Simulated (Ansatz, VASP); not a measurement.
# CsSi6P8: VASP beside Ansatz

```
Cs Si P
1.0
     0.00000    5.49767    5.49767
     5.49767    0.00000    5.49767
     5.49767    5.49767    0.00000
Cs Si P
1 6 8
Direct
  0.50000 0.50000 0.50000
  0.50000 0.00000 0.50000
  0.50000 0.00000 0.00000
  0.00000 0.00000 0.50000
  0.00000 0.50000 0.00000
  0.00000 0.50000 0.50000
  0.50000 0.50000 0.00000
  0.86582 0.40253 0.86582
  0.13418 0.13418 0.13418
  0.86582 0.86582 0.86582
  0.59747 0.13418 0.13418
  0.86582 0.86582 0.40253
  0.40253 0.86582 0.86582
  0.13418 0.13418 0.59747
  0.13418 0.59747 0.13418
```

Alike in both runs: functional PBE; k mesh 6 × 6 × 6; occupations gaussian, width 0.1 eV; no spin polarisation.

Ansatz relaxed the structure, and its values are those at the end. VASP's run is a single point on that final structure, the one shown.

|  | VASP | Ansatz |
| --- | --- | --- |
| version | VASP 6.6.1 | Ansatz 0.2.0 |
| potentials or method | VASP PAW PBE potentials, release 64 (Cs_sv, Si, P), cutoff 520 eV | scalar-relativistic, plane waves, PAW |
| valence electrons in the cell | 73 | 73 |

|  | VASP | Ansatz | Ansatz less VASP |
| --- | --- | --- | --- |
| gap on the k mesh at the Fermi level (eV) | none | none | - |
| pressure (GPa) | -0.1 | 0.0 | +0.09 |

A gap of «none» marks a metal or a gap that the smearing closes.

Spin-orbit coupling is off throughout.
